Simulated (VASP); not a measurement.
Here is a VASP 6.6.1 calculation.

INCAR

```
ALGO     = Normal         # electronic algorithm
EDIFF    = 1E-6           # SCF threshold, eV
ENCUT    = 700            # plane-wave cutoff, eV
GGA      = PE             # functional
GGA_COMPAT= False        
ISIF     = 2              # what is computed and relaxed
ISMEAR   = 0              # smearing method
LASPH    = True           # aspherical terms in the spheres
LCHARG   = False          # write CHGCAR
LREAL    = False          # projectors in reciprocal space
LWAVE    = False          # write WAVECAR
NBANDS   = 24             # bands
NELM     = 120            # most SCF steps
PREC     = Accurate       # precision mode
SIGMA    = 0.05           # smearing width, eV
```

KPOINTS

```
k-points
0
Gamma
  8 8 8
```

POSCAR

```
CdF2
1.0
    0.0000000000      2.6940000000      2.6940000000
    2.6940000000      0.0000000000      2.6940000000
    2.6940000000      2.6940000000      0.0000000000
Cd F
1 2
Direct
    0.0241098386      0.0241098386      0.0241098386
    0.2500000000      0.2500000000      0.2500000000
    0.7500000000      0.7500000000      0.7500000000
```

Potentials or basis: VASP PAW PBE potentials, release 64 (Cd_sv_GW, F).

Command:

```console
$ cat potpaw_PBE.64/Cd_sv_GW/POTCAR potpaw_PBE.64/F/POTCAR > POTCAR
$ mpirun -np 1 vasp_std > vasp.out
```

Predict the largest force.

1.528 eV/Å.

Estimate the band gap on the k mesh.

3.15 eV (least direct gap 3.63 eV).

What does it give for the pressure?

8.0 GPa.

Forces in eV/Å, atoms in the order of the input:
```
Cd  -0.882 -0.882 -0.882
F    0.697  0.697  0.697
F    0.185  0.185  0.185
```

Caveat: the cell differs from its parent crystal (all Cd atoms moved +0.225 Å, as atom 1 along Cartesian [1 1 1]); the cell stands under pressure; forces of over 1 eV/Å act on the atoms, so gaps and moduli don't describe the material at rest. A k mesh can miss the band edges.
